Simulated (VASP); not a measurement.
# AlFe3B (Pm-3m) in VASP: single point with PBE

Aim: the single point of AlFe3B with PBE.

Program: VASP 6.6.1. These are calculated values, not measurements. Logs are shortened: lines on timing, memory, paths and dates and some standing lists are left out, and cuts for length are marked.

## Step 1: The cell of the first run

Symmetry: Pm-3m, No. 221, cubic system. The conventional cell has a = 3.822 Å, b = 3.822 Å, c = 3.822 Å, α = 90.00°, β = 90.00°, γ = 90.00°. Within 3.6 Å of Al (site symmetry m-3m) lie 12 Fe at 2.70 Å and 8 B at 3.31 Å. Within 2.5 Å of Fe (site symmetry 4/mmm) lie 2 B at 1.91 Å. Fe (site symmetry 4/mmm) has 2 B at 1.91 Å within 2.5 Å. Within 2.5 Å of B (site symmetry m-3m) lie 6 Fe at 1.91 Å.

## Step 2: Single point, PBE, collinear spin, antiferromagnetic start

Input file INCAR:

```
  PREC = Accurate
  ENCUT = 520
  EDIFF = 1E-6
  ISMEAR = 0
  SIGMA = 0.1
  LREAL = F
  LASPH = T
  NELM = 150
  ALGO = Normal
  ISIF = 2
  LWAVE = F
  LCHARG = T
  ISPIN = 2
  MAGMOM = 0 0 4 4 4 -4 -4 -4 0 0
  LORBIT = 11
  LMAXMIX = 4
  GGA = PE
  LELF = T
  LVHAR = T
  NBANDS = 45
```

Input file KPOINTS:

```
regular mesh
0
Gamma
  10 10 5
```

Input file POSCAR:

```
AlFe3B
1.0
    3.8223220000      0.0000000000      0.0000000000
    0.0000000000      3.8223220000      0.0000000000
    0.0000000000      0.0000000000      7.6446440000
Al Fe B
2 6 2
Direct
    0.5000000000      0.5000000000      0.2500000000
    0.5000000000      0.5000000000      0.7500000000
    0.5000000000      0.0000000000      0.0000000000
    0.0000000000      0.5000000000      0.0000000000
    0.0000000000      0.0000000000      0.2500000000
    0.5000000000      0.0000000000      0.5000000000
    0.0000000000      0.5000000000      0.5000000000
    0.0000000000      0.0000000000      0.7500000000
    0.0000000000      0.0000000000      0.0000000000
    0.0000000000      0.0000000000      0.5000000000
```

Potentials or basis: VASP PAW PBE potentials, release 64 (Al, Fe, B).

The run is started by

```bash
$ cat potpaw_PBE.64/Al/POTCAR potpaw_PBE.64/Fe/POTCAR potpaw_PBE.64/B/POTCAR > POTCAR
$ mpirun -np 1 vasp_std > vasp.out
```

OUTCAR:

```text
PREC = Accurate
   ENCUT = 520
   EDIFF = 1E-6
   ISMEAR = 0
   LREAL = F
   LASPH = T
   NELM = 150
   ISIF = 2
   ISPIN = 2
   LORBIT = 11
   GGA = PE

 ion  position               nearest neighbor table
   1  0.500  0.500  0.250-   3 2.70   4 2.70   5 2.70   6 2.70   7 2.70   3 2.70   5 2.70   6 2.70
                             4 2.70   5 2.70   7 2.70   5 2.70
   2  0.500  0.500  0.750-   3 2.70   4 2.70   6 2.70   7 2.70   8 2.70   3 2.70   6 2.70   8 2.70
                             4 2.70   7 2.70   8 2.70   8 2.70
   3  0.500  0.000  0.000-   9 1.91   9 1.91   4 2.70   5 2.70   8 2.70   1 2.70   1 2.70   2 2.70
                             4 2.70   4 2.70   5 2.70   8 2.70   2 2.70   4 2.70
   4  0.000  0.500  0.000-   9 1.91   9 1.91   3 2.70   5 2.70   8 2.70   1 2.70   3 2.70   5 2.70
                             8 2.70   2 2.70   1 2.70   2 2.70   3 2.70   3 2.70
   5  0.000  0.000  0.250-   9 1.91  10 1.91   4 2.70   6 2.70   7 2.70   1 2.70   3 2.70   1 2.70
                             4 2.70   7 2.70   1 2.70   3 2.70   6 2.70   1 2.70
   6  0.500  0.000  0.500-  10 1.91  10 1.91   5 2.70   7 2.70   8 2.70   1 2.70   1 2.70   2 2.70
                             7 2.70   5 2.70   7 2.70   8 2.70   2 2.70   7 2.70
   7  0.000  0.500  0.500-  10 1.91  10 1.91   5 2.70   6 2.70   8 2.70   1 2.70   5 2.70   6 2.70
                             8 2.70   2 2.70   1 2.70   2 2.70   6 2.70   6 2.70
   8  0.000  0.000  0.750-   9 1.91  10 1.91   4 2.70   6 2.70   7 2.70   2 2.70   3 2.70   2 2.70
                             4 2.70   7 2.70   2 2.70   3 2.70   6 2.70   2 2.70
   9  0.000  0.000  0.000-   3 1.91   4 1.91   5 1.91   8 1.91   4 1.91   3 1.91
  10  0.000  0.000  0.500-   5 1.91   6 1.91   7 1.91   8 1.91   7 1.91   6 1.91

  LATTYP: Found a simple tetragonal cell.
 ALAT       =     3.8223220000
 C/A-ratio  =     2.0000000000

  Lattice vectors:

 A1 = (   3.8223220000,   0.0000000000,   0.0000000000)
 A2 = (   0.0000000000,   3.8223220000,   0.0000000000)
 A3 = (   0.0000000000,   0.0000000000,   7.6446440000)

Analysis of symmetry for initial positions (statically):
=====================================================================
 Subroutine PRICEL returns following result:

  LATTYP: Found a simple cubic cell.
 ALAT       =     3.8223220000
[... 12 lines left out ...]
 Subroutine GETGRP returns: Found 16 space group operations
 (whereof 16 operations were pure point group operations)
 out of a pool of 16 trial point group operations.

The static configuration has the point symmetry D_4h.

Analysis of symmetry for dynamics (positions and initial velocities):
=====================================================================
 Subroutine PRICEL returns following result:

  LATTYP: Found a simple cubic cell.
 ALAT       =     3.8223220000
[... 12 lines left out ...]
 Subroutine GETGRP returns: Found 16 space group operations
 (whereof 16 operations were pure point group operations)
 out of a pool of 16 trial point group operations.

The dynamic configuration has the point symmetry D_4h.

Analysis of structural, dynamic, and magnetic symmetry:
=====================================================================
 Subroutine PRICEL returns following result:

  LATTYP: Found a simple cubic cell.
 ALAT       =     3.8223220000
[... 12 lines left out ...]
 Subroutine GETGRP returns: Found  8 space group operations
 (whereof  8 operations were pure point group operations)
 out of a pool of 16 trial point group operations.

The overall configuration has the point symmetry C_4v.

 Subroutine INISYM returns: Found  8 space group operations
 (whereof  8 operations are pure point group operations),
 and found     2 'primitive' translations

----------------------------------------------------------------------------------------

                                     Primitive cell

  volume of cell :      55.8447

  direct lattice vectors                    reciprocal lattice vectors
     3.822322000  0.000000000  0.000000000     0.261621077  0.000000000  0.000000000
     0.000000000  3.822322000  0.000000000     0.000000000  0.261621077  0.000000000
     0.000000000  0.000000000  3.822322000     0.000000000  0.000000000  0.261621077

  length of vectors
     3.822322000  3.822322000  3.822322000     0.261621077  0.261621077  0.261621077

  position of ions in fractional coordinates (direct lattice)
     0.500000000  0.500000000  0.500000000
     0.500000000  0.000000000  0.000000000
     0.000000000  0.500000000  0.000000000
     0.000000000  0.000000000  0.500000000
     0.000000000  0.000000000  0.000000000

  ion indices of the primitive-cell ions
   primitive index   ion index
                 1           1
                 2           3
                 3           4
                 4           5
                 5           9

----------------------------------------------------------------------------------------
[... 76 lines left out ...]
   ISIF   =      2    stress and relaxation
   ISYM   =      2    0-nonsym 1-usesym 2-fastsym
   POTIM  = 0.5000    time-step for ionic-motion
   TEBEG  =    0.0;   TEEND  =   0.0 temperature during run
   PSTRESS=    0.0 pullay stress
   NELECT =      60.0000    total number of electrons
   NUPDOWN=      -1.0000    fix difference up-down
   EMIN   =  10.00;   EMAX   =-10.00  energy-range for DOS
   EFERMI =   0.00;   METHOD = LEGACY
   ISMEAR =     0;   SIGMA  =   0.10  broadening in eV -4-tet -1-fermi 0-gaus
   EFERMI_NEDOS =   21; number of points for ismear=-14 and -15
   IALGO  =     38    algorithm
   IMIX   =      4    mixing-type and parameters
     AMIX     =   0.40;   BMIX     =  1.00
     AMIX_MAG =   1.60;   BMIX_MAG =  1.00
  volume/ion in A,a.u.               =      11.17        75.37
  Fermi-wavevector in a.u.,A,eV,Ry     =   1.330826  2.514897 24.097253  1.771098
  Thomas-Fermi vector in A             =   2.459884
   LORBIT       =     11    0 simple, 1 ext, 2 COOP (PROOUT), +10 PAW based schemes
   GGA     = PE    functional components
   LHFCALC =     F    Hartree Fock is set to
   AEXX    =    0.0000 exact exchange contribution
   IVDW    =     0    specifies the selected vdW correction
   LEPSILON=     F    determine dielectric tensor
   LRPA    =     F    only Hartree local field effects (RPA)
 spin polarized calculation
 Gauss-broadening in eV      SIGMA  =   0.10
  energy-cutoff  :      520.00
  volume of cell :      111.69
 maximum number of plane-waves:      3027
   NGX = 15   NGY = 15   NGZ = 29

 number of electron      59.9999901 magnetization      -0.0000000

 number of electron      59.9999900 magnetization       0.0000000

 Free energy of the ion-electron system (eV)
  ---------------------------------------------------
  ext. energy  EPLUGINS =         0.00000000
  ---------------------------------------------------
  free energy    TOTEN  =       -71.47650668 eV

  energy without entropy =      -71.43709079  energy(sigma->0) =      -71.45679873

 E-fermi :   6.5488     XC(G=0): -12.2521

 val. band max:        6.5460528377   @ k =   0.1000   0.0000   0.2000
 cond. band min:       6.5495549471   @ k =   0.1000   0.0000   0.4000
 fundamental gap:      0.0035021094
 Fermi energy:         6.5487867837

 spin component 1

 k-point     1 :       0.0000    0.0000    0.0000
  band No.  band energies     occupation
      1      -4.1801      1.00000
      2      -2.5967      1.00000
      3      -0.7412      1.00000
      4       0.0026      1.00000
      5       2.3670      1.00000
      6       3.1084      1.00000
[... 1069 lines left out ...]
     41      11.5476      0.00000
     42      11.7097      0.00000

 [... further k-points ...]

 spin component 2

 k-point     1 :       0.0000    0.0000    0.0000
  band No.  band energies     occupation
      1      -4.1801      1.00000
      2      -2.5967      1.00000
      3      -0.7412      1.00000
      4       0.0026      1.00000
      5       2.3670      1.00000
      6       3.1084      1.00000
[... 1069 lines left out ...]
     41      11.5476      0.00000
     42      11.7097      0.00000

 [... further k-points ...]

 [bands above 42 left out]

------------------------ aborting loop because EDIFF is reached ----------------------------------------

  FORCE on cell =-STRESS in cart. coord.  units (eV):
  Direction    XX          YY          ZZ          XY          YZ          ZX
  --------------------------------------------------------------------------------------
  -------------------------------------------------------------------------------------
  Total       -0.8436052     -0.8436052     -0.1120822      0.0000000     -0.0000000      0.0000000
  in kB      -12.1014674    -12.1014674     -1.6078129      0.0000000     -0.0000000      0.0000000
  external PRESSURE =      -8.6035826 kB  Pullay stress =       0.0000000 kB

 VOLUME and BASIS-vectors are now :
 -----------------------------------------------------------------------------
  energy-cutoff  :      520.00
  volume of cell :      111.69
      direct lattice vectors                 reciprocal lattice vectors
     3.822322000  0.000000000  0.000000000     0.261621077  0.000000000  0.000000000
     0.000000000  3.822322000  0.000000000     0.000000000  0.261621077  0.000000000
     0.000000000  0.000000000  7.644644000     0.000000000  0.000000000  0.130810539

 POSITION                                       TOTAL-FORCE (eV/Angst)
 -----------------------------------------------------------------------------------
      1.91116      1.91116      1.91116        -0.000000      0.000000      0.044528
      1.91116      1.91116      5.73348        -0.000000      0.000000      0.044528
      1.91116      0.00000      0.00000         0.000000      0.000000      0.142314
      0.00000      1.91116      0.00000         0.000000     -0.000000      0.142314
      0.00000      0.00000      1.91116        -0.000000     -0.000000     -0.501857
      1.91116      0.00000      3.82232         0.000000      0.000000      0.142314
      0.00000      1.91116      3.82232        -0.000000     -0.000000      0.142314
      0.00000      0.00000      5.73348         0.000000     -0.000000     -0.501857
      0.00000      0.00000      0.00000        -0.000000      0.000000      0.172700
      0.00000      0.00000      3.82232        -0.000000      0.000000      0.172700
 -----------------------------------------------------------------------------------
    total drift:                               -0.000000     -0.000000     -0.000318

  FREE ENERGIE OF THE ION-ELECTRON SYSTEM (eV)
  ---------------------------------------------------
  free  energy   TOTEN  =       -71.4765066752 eV

  energy  without entropy=      -71.4370907941  energy(sigma->0) =      -71.45679873

 total charge

# of ion       s       p       d       tot
------------------------------------------
    1        0.389   0.352   0.000   0.741
    2        0.389   0.352   0.000   0.741
    3        0.447   0.606   6.399   7.453
    4        0.447   0.606   6.399   7.453
    5        0.448   0.607   6.391   7.447
    6        0.447   0.606   6.399   7.453
    7        0.447   0.606   6.399   7.453
    8        0.448   0.607   6.391   7.447
    9        0.812   1.314   0.000   2.125
   10        0.812   1.314   0.000   2.125
--------------------------------------------------
tot          5.086   6.970  38.379  50.435

 magnetization (x)

# of ion       s       p       d       tot
------------------------------------------
    1       -0.003  -0.010   0.000  -0.013
    2        0.003   0.010   0.000   0.013
    3        0.003  -0.005   1.309   1.307
    4        0.003  -0.005   1.309   1.307
    5        0.015   0.015   1.544   1.574
    6       -0.003   0.005  -1.309  -1.307
    7       -0.003   0.005  -1.309  -1.307
    8       -0.015  -0.015  -1.544  -1.574
    9       -0.009  -0.055   0.000  -0.064
   10        0.009   0.055   0.000   0.064
--------------------------------------------------
tot          0.000   0.000  -0.000  -0.000
```

Wall time 6.2 min (1 thread of Intel Xeon 6975P-C (Granite Rapids), shared host); peak memory 0.55 GiB.

What came out:

```
Free energy                                           : -71.4765 eV
Pressure                                              : -0.9 GPa
Band gap on the k mesh                                : zero (filled and empty bands overlap)
Net moment                                            : 0.00 μB per cell
Site moments                                          : Al -0.01, +0.01; Fe +1.31, +1.57, -1.31, -1.57 (each value once); B -0.06, +0.06 μB
Valence electrons inside the program's atomic spheres : Al 0.74; Fe 7.45; B 2.12
```

Caveat: the antiferromagnetic order is the one typed at the start, and another may lie lower.
